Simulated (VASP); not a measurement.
Set up this calculation in VASP 6.6.1, as the native input.

```
Task                   : single point
Functional             : PBE
Potentials or basis    : VASP PAW PBE potentials, release 64 (Te, Pt, Se)
Cutoff                 : 520 eV
k mesh                 : 4 × 4 × 2
Occupations            : gaussian, width 0.1 eV
Spin                   : no spin polarisation
Dipole correction      : no
Further INCAR settings : ALGO = Normal; EDIFF = 1e-06; NBANDS = 25
```

The structure of TePtSe3 lies in POSCAR:

```
TePtSe3
1.0
    4.2772199600      0.0000000000      0.0000000000
    0.0000000000      4.2772199600      0.0000000000
    0.0000000000      0.0000000000      8.4491117700
Te Pt Se
1 1 3
Direct
    0.0000000000      0.0000000000      0.5000000000
    0.0000000000      0.0000000000      0.0000000000
    0.5000000000      0.5000000000      0.5000000000
    0.5000000000      0.5000000000      0.8456847300
    0.5000000000      0.5000000000      0.1543152700
```

The cell was generated, and may not be a known phase.

The input as run:

INCAR

```
SYSTEM = TePtSe3
PREC = Accurate ; ENCUT = 520
EDIFF = 1E-6 ; ISMEAR = 0
SIGMA = 0.1 ; LREAL = .FALSE.
LASPH = .TRUE. ; NELM = 100
ALGO = Normal ; ISIF = 2
LWAVE = .FALSE. ; LCHARG = .FALSE.
GGA = PE ; NBANDS = 25
```

KPOINTS

```
regular mesh
0
G
  4 4 2
  0 0 0
```

Potentials or basis: VASP PAW PBE potentials, release 64 (Te, Pt, Se).

The run is started by

```sh
$ cat potpaw_PBE.64/Te/POTCAR potpaw_PBE.64/Pt/POTCAR potpaw_PBE.64/Se/POTCAR > POTCAR
$ mpirun -np 1 vasp_std > vasp.out
```

Results of the run:

```json
{
  "Pressure": "-8.7 GPa",
  "Largest force": "1.750 eV/Å",
  "Band gap on the k mesh": "zero (bands 17 and 18 overlap by 0.75 eV)"
}
```

Caveat: the k points lie up to 0.37 Å⁻¹ apart, too coarse for converged energies and pressures of a metal; spin-orbit coupling is left out, which moves the levels of the heavy elements; forces of over 1 eV/Å act on the atoms, so gaps and moduli don't describe the material at rest.

Wall time 22 s on 1 thread of Intel(R) Xeon(R) 6975P-C (Granite Rapids), with other jobs on the host, peak memory 0.27 GiB.
